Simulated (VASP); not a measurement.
Write the native input for VASP 6.6.1 that does the following.

- Task: single point
- Functional: PBE
- Potentials or basis: VASP PAW PBE potentials, release 64 (Rb_sv, Mg)
- Cutoff: 520 eV
- k mesh: 5 × 5 × 5
- Occupations: fermi-dirac, width 0.05 eV
- Spin: no spin polarisation
- Dipole correction: no
- Further INCAR settings: ALGO = Fast; EDIFF = 1e-07; NBANDS = 29

The structure of Rb2Mg lies in POSCAR:

```
Rb2Mg
1.0
   -5.0025420000      5.0025420000      3.5813310000
    5.0025420000     -5.0025420000      3.5813310000
    5.0025420000      5.0025420000     -3.5813310000
Rb Mg
4 2
Direct
    0.8316300000      0.3247510000      0.1621070000
    0.1638280000      0.6643180000      0.8311500000
    0.3290970000      0.1562910000      0.4927380000
    0.6623390000      0.8308890000      0.5017090000
    0.2509180000      0.2514660000      0.0065800000
    0.7520160000      0.7491900000     -0.0027350000
```

This cell differs from its parent crystal: atoms moved at random.

These files were run (other wordings do the same):

INCAR

```
SYSTEM = Rb2Mg
  PREC = Accurate
  ENCUT = 520
  EDIFF = 1E-7
  ISMEAR = -1
  SIGMA = 0.05
  LREAL = .False.
  LASPH = .True.
  NELM = 80
  ALGO = Fast
  ISIF = 2
  LWAVE = .False.
  LCHARG = .False.
  GGA = PE
  NBANDS = 29
```

KPOINTS

```
Automatic mesh
0
Gamma
  5 5 5
  0 0 0
```

Potentials or basis: VASP PAW PBE potentials, release 64 (Rb_sv, Mg).

Launch:

```bash
$ cat potpaw_PBE.64/Rb_sv/POTCAR potpaw_PBE.64/Mg/POTCAR > POTCAR
$ mpirun -np 1 vasp_std > vasp.out
```

Results of the run:

The pressure is 0.0 GPa, the largest force is 0.059 eV/Å and the band gap on the k mesh is zero (bands 20 and 21 overlap by 0.59 eV).

Caveat: the cell differs from its parent crystal (atoms moved at random).

Run time: 34 min on 1 thread of Intel(R) Xeon(R) Platinum 8488C (Sapphire Rapids) (shared host), peak memory 0.85 GiB.
